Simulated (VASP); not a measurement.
# W4C in VASP: a series of runs, part 2 of 2

VASP 6.6.1. The steps go on from the part before.

### Step 3. Relaxation of the atoms, PBE

File INCAR:

```
SYSTEM = W4C
PREC     = Accurate       ! precision mode
ENCUT    = 520            ! plane-wave cutoff, eV
EDIFF    = 1E-7           ! SCF threshold, eV
ISMEAR   = 0              ! smearing method
SIGMA    = 0.1            ! smearing width, eV
LREAL    = .False.        ! projectors in reciprocal space
LASPH    = .True.         ! aspherical terms in the spheres
NELM     = 80             ! most SCF steps
ALGO     = Fast           ! electronic algorithm
ISIF     = 2              ! what is computed and relaxed
LWAVE    = .False.        ! write WAVECAR
LCHARG   = .False.        ! write CHGCAR
LDIPOL   = .True.       
IDIPOL   = 3            
DIPOL    = 0.5 0.5 0.356
GGA      = PE             ! functional
IBRION   = 2              ! ionic algorithm
NSW      = 36             ! ionic steps
EDIFFG   = -0.025         ! ionic threshold
```

File KPOINTS:

```
Automatic mesh
0
Gamma
  8 8 1
  0 0 0
```

File POSCAR:

```
W4C
1.0
    3.1836991688      0.0000000000      0.0000000000
    0.0000000000      3.1836991688      0.0000000000
    0.0000000000      0.0000000000     20.1425775749
W C
4 1
Selective dynamics
Direct
    0.5000000000      0.5000000000      0.1985843165  F F F
    0.0000000000      0.0000000000      0.2776134069  F F F
    0.5000000000      0.5000000000      0.3599451800  F F F
    0.0000000000      0.0000000000      0.4290700901  F F F
    0.0000000000      0.2500000000      0.5164471894  F F T
```

Potentials or basis: VASP PAW PBE potentials, release 64 (W_sv, C).

On the command line:

```bash
$ cat potpaw_PBE.64/W_sv/POTCAR potpaw_PBE.64/C/POTCAR > POTCAR
$ mpirun -np 1 vasp_std > vasp.out
```

OUTCAR:

```text
SYSTEM = W4C
   PREC = Accurate
   ENCUT = 520
   EDIFF = 1E-7
   ISMEAR = 0
   LREAL = .False.
   LASPH = .True.
   NELM = 80
   ISIF = 2
   GGA = PE
   IBRION = 2
   NSW = 36
   EDIFFG = -0.025

 ion  position               nearest neighbor table
   1  0.500  0.500  0.199-   2 2.76   2 2.76   2 2.76   2 2.76   3 3.25
   2  0.000  0.000  0.278-   1 2.76   1 2.76   1 2.76   1 2.76   3 2.80   3 2.80   3 2.80   3 2.80
                             4 3.05
   3  0.500  0.500  0.360-   4 2.65   4 2.65   4 2.65   4 2.65   2 2.80   2 2.80   2 2.80   2 2.80
                             1 3.25
   4  0.000  0.000  0.429-   5 1.93   3 2.65   3 2.65   3 2.65   3 2.65   2 3.05
   5  0.000  0.250  0.516-   4 1.93

  LATTYP: Found a simple tetragonal cell.
 ALAT       =     3.1836991688
 C/A-ratio  =     6.3267841925

  Lattice vectors:

 A1 = (   3.1836991688,   0.0000000000,   0.0000000000)
 A2 = (   0.0000000000,   3.1836991688,   0.0000000000)
 A3 = (   0.0000000000,   0.0000000000,  20.1425775749)

Analysis of symmetry for initial positions (statically):
=====================================================================
 Subroutine PRICEL returns:
 Original cell was already a primitive cell.

 Routine SETGRP: Setting up the symmetry group for a
 simple tetragonal supercell.

 Subroutine GETGRP returns: Found  2 space group operations
 (whereof  2 operations were pure point group operations)
 out of a pool of 16 trial point group operations.

The static configuration has the point symmetry C_1h.

Analysis of symmetry for dynamics (positions and initial velocities):
=====================================================================
 Subroutine PRICEL returns:
 Original cell was already a primitive cell.

 Routine SETGRP: Setting up the symmetry group for a
 simple tetragonal supercell.

 Subroutine GETGRP returns: Found  2 space group operations
 (whereof  2 operations were pure point group operations)
 out of a pool of 16 trial point group operations.

The dynamic configuration has the point symmetry C_1h.

Analysis of constrained symmetry for selective dynamics:
=====================================================================
 Subroutine PRICEL returns:
 Original cell was already a primitive cell.

 Routine SETGRP: Setting up the symmetry group for a
 simple tetragonal supercell.

 Subroutine GETGRP returns: Found  2 space group operations
 (whereof  2 operations were pure point group operations)
 out of a pool of 16 trial point group operations.

The constrained configuration has the point symmetry C_1h.

 Subroutine INISYM returns: Found  2 space group operations
 (whereof  2 operations are pure point group operations),
 and found     1 'primitive' translations

----------------------------------------------------------------------------------------

                                     Primitive cell

  volume of cell :     204.1640

  direct lattice vectors                    reciprocal lattice vectors
     3.183699169  0.000000000  0.000000000     0.314100029  0.000000000  0.000000000
[... 75 lines left out ...]
   total plane-waves  NPLWV =  86400
   dimension x,y,z NGX =    24 NGY =   24 NGZ =  150
   dimension x,y,z NGXF=    48 NGYF=   48 NGZF=  300
   ions per type =               4   1
   NGX,Y,Z   is equivalent  to a cutoff of  12.53, 12.53, 12.38 a.u.
   NGXF,Y,Z  is equivalent  to a cutoff of  25.06, 25.06, 24.76 a.u.
 SYSTEM =  W4C
   PREC   = accura    normal or accurate (medium, high low for compatibility)
   ISTART =      0    job   : 0-new  1-cont  2-samecut
   ICHARG =      2    charge: 1-file 2-atom 10-const
   ISPIN  =      1    spin polarized calculation?
   LNONCOLLINEAR =      F non collinear calculations
   LSORBIT =      F    spin-orbit coupling
   LASPH  =      T    aspherical Exc in radial PAW
   ENCUT  =  520.0 eV  38.22 Ry    6.18 a.u.   5.92  5.92 37.45*2*pi/ulx,y,z
   NELM   =     80;   NELMIN=  2; NELMDL= -5     # of ELM steps
   EDIFF  = 0.1E-06   stopping-criterion for ELM
   LREAL  =      F    real-space projection
   EDIFFG = -.3E-01   stopping-criterion for IOM
   NSW    =     36    number of steps for IOM
   IBRION =      2    ionic relax: 0-MD 1-quasi-New 2-CG
   NFREE  =      1    steps in history (QN), initial steepest desc. (CG)
   ISIF   =      2    stress and relaxation
   ISYM   =      2    0-nonsym 1-usesym 2-fastsym
   POTIM  = 0.5000    time-step for ionic-motion
   TEBEG  =    0.0;   TEEND  =   0.0 temperature during run
   PSTRESS=    0.0 pullay stress
   NELECT =      60.0000    total number of electrons
   NUPDOWN=      -1.0000    fix difference up-down
   EMIN   =  10.00;   EMAX   =-10.00  energy-range for DOS
   EFERMI =   0.00;   METHOD = LEGACY
   ISMEAR =     0;   SIGMA  =   0.10  broadening in eV -4-tet -1-fermi 0-gaus
   EFERMI_NEDOS =   21; number of points for ismear=-14 and -15
   IALGO  =     68    algorithm
   IMIX   =      4    mixing-type and parameters
     AMIX     =   0.40;   BMIX     =  1.00
     AMIX_MAG =   1.60;   BMIX_MAG =  1.00
  volume/ion in A,a.u.               =      40.83       275.55
  Fermi-wavevector in a.u.,A,eV,Ry     =   1.088426  2.056827 16.118428  1.184671
  Thomas-Fermi vector in A             =   2.224607
   LORBIT       =      0    0 simple, 1 ext, 2 COOP (PROOUT), +10 PAW based schemes
   GGA     = PE    functional components
   LHFCALC =     F    Hartree Fock is set to
   AEXX    =    0.0000 exact exchange contribution
   IVDW    =     0    specifies the selected vdW correction
   LEPSILON=     F    determine dielectric tensor
   LRPA    =     F    only Hartree local field effects (RPA)
 conjugate gradient relaxation of ions
 non-spin polarized calculation
 RMM-DIIS sequential band-by-band and
 Gauss-broadening in eV      SIGMA  =   0.10
  energy-cutoff  :      520.00
  volume of cell :      204.16
 maximum number of plane-waves:      5576
   NGX = 11   NGY = 11   NGZ = 75

 dipolmoment           0.000000      0.000000     -0.356500 electrons x Angstroem

--------------------------------------- Ionic step        1  -------------------------------------------

 number of electron      59.9999991 magnetization

 Free energy of the ion-electron system (eV)
  ---------------------------------------------------
  ext. energy  EPLUGINS =         0.00000000
  ---------------------------------------------------
  free energy    TOTEN  =       -52.54058886 eV

  energy without entropy =      -52.50960652  energy(sigma->0) =      -52.52509769

------------------------ aborting loop because EDIFF is reached ----------------------------------------

  FORCE on cell =-STRESS in cart. coord.  units (eV):
  Direction    XX          YY          ZZ          XY          YZ          ZX
  --------------------------------------------------------------------------------------
  -------------------------------------------------------------------------------------
  Total       -3.2788683     -5.8264375     -2.9143856      0.0000000      0.9035768      0.0000000
  in kB      -25.7309284    -45.7229859    -22.8706497      0.0000000      7.0908217      0.0000000
  external PRESSURE =     -31.4415213 kB  Pullay stress =       0.0000000 kB
[... 65 lines left out ...]
--------------------------------------- Ionic step        3  -------------------------------------------

 number of electron      59.9999991 magnetization

 dipolmoment           0.000000      0.000000      0.149159 electrons x Angstroem

 Free energy of the ion-electron system (eV)
  ---------------------------------------------------
  ext. energy  EPLUGINS =         0.00000000
  ---------------------------------------------------
  free energy    TOTEN  =       -52.58705810 eV

  energy without entropy =      -52.55572794  energy(sigma->0) =      -52.57139302

 E-fermi :   0.1810     XC(G=0):  -5.9018

 val. band max:        0.1792553291   @ k =   0.0000   0.1250   0.0000
 cond. band min:       0.2011455443   @ k =  -0.2500   0.5000   0.0000
 fundamental gap:      0.0218902152
 Fermi energy:         0.1809517590

 k-point     1 :       0.0000    0.0000    0.0000
  band No.  band energies     occupation
      1     -73.7568      2.00000
      2     -73.6717      2.00000
      3     -73.6044      2.00000
      4     -73.0677      2.00000
      5     -38.2088      2.00000
      6     -38.1058      2.00000
[... 925 lines left out ...]
     35       2.7712      0.00000
     36       3.3281      0.00000

 [... further k-points ...]

------------------------ aborting loop because EDIFF is reached ----------------------------------------

 vacuum level on the upper side and lower side of the slab       (xc-potential included)         1.144        -1.487

  FORCE on cell =-STRESS in cart. coord.  units (eV):
  Direction    XX          YY          ZZ          XY          YZ          ZX
  --------------------------------------------------------------------------------------
  -------------------------------------------------------------------------------------
  Total       -2.9824595     -5.1088801     -0.6001142      0.0000000      1.8812343      0.0000000
  in kB      -23.4048595    -40.0919517     -4.7093979      0.0000000     14.7629921      0.0000000
  external PRESSURE =     -22.7354030 kB  Pullay stress =       0.0000000 kB
[... 20 lines left out ...]
  FREE ENERGIE OF THE ION-ELECTRON SYSTEM (eV)
  ---------------------------------------------------
  free  energy   TOTEN  =       -52.5870581028 eV

  energy  without entropy=      -52.5557279387  energy(sigma->0) =      -52.57139302

 reached required accuracy - stopping structural energy minimisation

 vacuum level on the upper side and lower side of the slab         6.808         4.093
```

It took 11 min on 1 thread of Oxide Virtual Turin-like, shared host; peak memory 0.35 GiB.

Results:

```
Free energy               : -52.5871 eV
Energy gained by relaxing : 9.3 meV/atom
Ionic steps               : 3
Band gap on the k mesh    : zero (bands 30 and 31 overlap by 0.48 eV)
```

Step by step:
| step | energy change (eV) | largest force on free atoms (eV/Å) | pressure (GPa) |
| --- | --- | --- | --- |
| 1 | 0.0000 | 1.1996 | -3.14 |
| 2 | -0.0442 | 0.2886 | -2.48 |
| 3 | -0.0465 | 0.0009 | -2.27 |

Final structure:
```
W C
1.0
     3.18370    0.00000    0.00000
     0.00000    3.18370    0.00000
     0.00000    0.00000   20.14258
W C
4 1
Direct
  0.50000 0.50000 0.19858
  0.00000 0.00000 0.27761
  0.50000 0.50000 0.35995
  0.00000 0.00000 0.42907
  0.00000 0.25000 0.51279
```

Caveat: spin-orbit coupling is left out, which moves the levels of the heavy elements.

### Step 4. Relaxation of the atoms, PBE

Changes to INCAR since step 3:

```diff
@@ -3,3 +3,3 @@
 ENCUT    = 520            ! plane-wave cutoff, eV
-EDIFF    = 1E-7           ! SCF threshold, eV
+EDIFF    = 1E-6           ! SCF threshold, eV
 ISMEAR   = 0              ! smearing method
@@ -8,3 +8,3 @@
 LASPH    = .True.         ! aspherical terms in the spheres
-NELM     = 80             ! most SCF steps
+NELM     = 100            ! most SCF steps
 ALGO     = Fast           ! electronic algorithm
@@ -15,3 +15,3 @@
 IDIPOL   = 3            
-DIPOL    = 0.5 0.5 0.356
+DIPOL    = 0.5 0.5 0.350
 GGA      = PE             ! functional
```

File KPOINTS:

```
regular mesh
0
Gamma
  8 8 1
  0 0 0
```

Changes to POSCAR since step 3:

```diff
@@ -13,2 +13,2 @@
     0.0000000000      0.0000000000      0.4290700901  F F F
-    0.0000000000      0.2500000000      0.5164471894  F F T
+    0.2500000000      0.5000000000      0.4836807771  F F T
```

On the command line:

```bash
$ cat potpaw_PBE.64/W_sv/POTCAR potpaw_PBE.64/C/POTCAR > POTCAR
$ mpirun -np 1 vasp_std > vasp.out
```

Run time: 15 min. Hardware: 1 thread of Oxide Virtual Turin-like, shared host; peak memory 0.35 GiB.

The run converged. Its results:

```yaml
Free_energy: -54.9521 eV
Energy_gained_by_relaxing: 64.2 meV/atom
Ionic_steps: 4
Band_gap_on_the_k_mesh: zero (bands 30 and 31 overlap by 1.77 eV)
```

Step by step:
| step | energy change (eV) | largest force on free atoms (eV/Å) | pressure (GPa) |
| --- | --- | --- | --- |
| 1 | 0.0000 | 2.3170 | -3.20 |
| 2 | -0.2116 | 1.4360 | -2.24 |
| 3 | -0.3207 | 0.0375 | -0.70 |
| 4 | -0.3208 | 0.0160 | -0.64 |

Final structure:
```
W C
1.0
     3.18370    0.00000    0.00000
     0.00000    3.18370    0.00000
     0.00000    0.00000   20.14258
W C
4 1
Cartesian
  1.5918 1.5918 4.0000
  0.0000 0.0000 5.5918
  1.5918 1.5918 7.2502
  0.0000 0.0000 8.6426
  0.7959 1.5918 9.4810
```

Levels at points of the mesh, in eV from the Fermi level:
```csv
k point,band 27,band 28,band 29,band 30,band 31,band 32,band 33,band 34
"(0.00, 0.00, 0.00)",-1.13,-0.87,-0.54,-0.33,-0.09,0.55,0.59,0.69
"(0.50, 0.00, 0.00)",-1.64,-0.87,-0.57,0.04,0.59,0.76,1.01,1.39
"(0.00, 0.50, 0.00)",-1.50,-1.13,-0.64,-0.36,0.16,0.43,0.88,1.82
"(0.50, 0.50, 0.00)",-1.21,-1.01,-0.50,1.50,1.84,1.89,1.99,2.13
```

Caveat: spin-orbit coupling is left out, which moves the levels of the heavy elements.

### Step 5. Relaxation of the atoms, PBE

File INCAR:

```
ALGO = Fast
DIPOL = 0.5 0.5 0.347
EDIFF = 1E-7
EDIFFG = -0.025
ENCUT = 520
GGA = PE
IBRION = 2
IDIPOL = 3
ISIF = 2
ISMEAR = 0
LASPH = T
LCHARG = F
LDIPOL = T
LREAL = F
LWAVE = F
NELM = 100
NSW = 36
PREC = Accurate
SIGMA = 0.1
```

File KPOINTS:

```
k-points
0
Gamma
  8 8 1
```

Changes to POSCAR since step 4:

```diff
@@ -13,2 +13,2 @@
     0.0000000000      0.0000000000      0.4290700901  F F F
-    0.2500000000      0.5000000000      0.4836807771  F F T
+    0.3750000000      0.5000000000      0.4697798750  F F T
```

On the command line:

```bash
$ cat potpaw_PBE.64/W_sv/POTCAR potpaw_PBE.64/C/POTCAR > POTCAR
$ mpirun -np 1 vasp_std > vasp.out
```

Run time: 31 min. Hardware: 1 thread of Oxide Virtual Turin-like, shared host; peak memory 0.34 GiB.

It converged, with:

| Quantity | Value |
| --- | --- |
| Free energy | -55.5564 eV |
| Energy gained by relaxing | 25.0 meV/atom |
| Ionic steps | 3 |
| Band gap on the k mesh | zero (bands 30 and 31 overlap by 1.67 eV) |

Step by step:
```tsv
step	energy change (eV)	largest force on free atoms (eV/Å)	pressure (GPa)
1	0.0000	1.6378	-3.52
2	-0.0978	0.8094	-2.79
3	-0.1249	0.0044	-2.07
```

Final structure:
```
W C
1.0
     3.18370    0.00000    0.00000
     0.00000    3.18370    0.00000
     0.00000    0.00000   20.14258
W C
4 1
Direct
  0.50000 0.50000 0.19858
  0.00000 0.00000 0.27761
  0.50000 0.50000 0.35995
  0.00000 0.00000 0.42907
  0.37500 0.50000 0.46262
```

Levels at points of the mesh, in eV from the Fermi level:
| k point | band 26 | band 27 | band 28 | band 29 | band 30 | band 31 | band 32 | band 33 | band 34 | band 35 |
| --- | --- | --- | --- | --- | --- | --- | --- | --- | --- | --- |
| (0.00, 0.00, 0.00) | -1.24 | -1.22 | -0.90 | -0.71 | -0.37 | -0.32 | -0.09 | 0.52 | 0.98 | 1.58 |
| (0.50, 0.00, 0.00) | -1.95 | -1.55 | -0.83 | -0.53 | -0.14 | 0.70 | 1.04 | 1.49 | 1.52 | 2.02 |
| (0.00, 0.50, 0.00) | -1.83 | -1.57 | -0.88 | -0.49 | -0.29 | 0.38 | 0.78 | 1.49 | 1.63 | 2.10 |
| (0.50, 0.50, 0.00) | -2.73 | -1.31 | -1.24 | -0.95 | 1.34 | 1.47 | 1.85 | 2.00 | 2.00 | 2.46 |

Caveat: spin-orbit coupling is left out, which moves the levels of the heavy elements.

### Step 6. Overview

| cell | gap on the mesh (eV) |
| --- | --- |
| atoms relaxed, atomic positions A | none |
| atoms relaxed, atomic positions B | none |
| atoms relaxed, atomic positions C | none |
| atoms relaxed, atomic positions D | none |

Alike in all rows: task relaxation of the atoms; level PBE; potentials or basis VASP PAW PBE potentials, release 64 (W_sv, C); no spin polarisation; k mesh 8 × 8 × 1; cutoff (eV) 520; smearing gaussian 0.1 eV.

Caveats: spin-orbit coupling is left out, which moves the levels of the heavy elements.

Total energies depend on the potentials used, so only differences within one code and one set of settings carry meaning.
